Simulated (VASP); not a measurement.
A run of VASP 6.6.1 is set up as follows.

The input POSCAR:

```
P
1.0
    1.6518921853     -5.3432539616      0.0000000000
    1.6518921853      5.3432539616      0.0000000000
    0.0000000000      0.0000000000      4.4650360509
P
4
Direct
    0.9008923495      0.0991076505      0.0850440347
    0.5991076505      0.4008923495      0.5850440347
    0.0991076505      0.9008923495      0.9149559653
    0.4008923495      0.5991076505      0.4149559653
```

File INCAR.step1:

```
  PREC = Accurate
  ENCUT = 520
  ISMEAR = -1
  SIGMA = 0.02
  LREAL = F
  LASPH = T
  NELM = 80
  NBANDS = 18
  GGA = PE
  ALGO = Normal
  EDIFF = 1E-4
  LWAVE = T
  LCHARG = F
```

File INCAR.step2:

```
  PREC = Accurate
  ENCUT = 520
  EDIFF = 1E-6
  ISMEAR = -1
  SIGMA = 0.02
  LREAL = F
  LASPH = T
  NELM = 80
  ALGO = Normal
  ISIF = 2
  LWAVE = F
  LCHARG = F
  METAGGA = R2SCAN
  LMIXTAU = T
  NBANDS = 18
  ISTART = 1
```

Contents of KPOINTS:

```
regular mesh
0
Gamma
  8 8 6
```

Potentials or basis: VASP PAW PBE potentials, release 64 (P).

Run with:

```console
$ cat potpaw_PBE.64/P/POTCAR > POTCAR
$ cp INCAR.step1 INCAR
$ mpirun -np 1 vasp_std > vasp.out
$ cp INCAR.step2 INCAR
$ mpirun -np 1 vasp_std > vasp.out
```

Task: Predict the band gap on the k mesh.

Result: 0.03 eV.

Task: Predict the pressure.

Result: 0.1 GPa.

Task: Estimate the largest force.

Result: 0.154 eV/Å.

Forces in eV/Å, atoms in the order of the input:
```
P    0.000 -0.105  0.113
P    0.000  0.105  0.113
P    0.000  0.105 -0.113
P    0.000 -0.105 -0.113
```

Caveat: the PAW data sets were made with another functional, which shifts forces and pressure a little. A k mesh can miss the band edges.
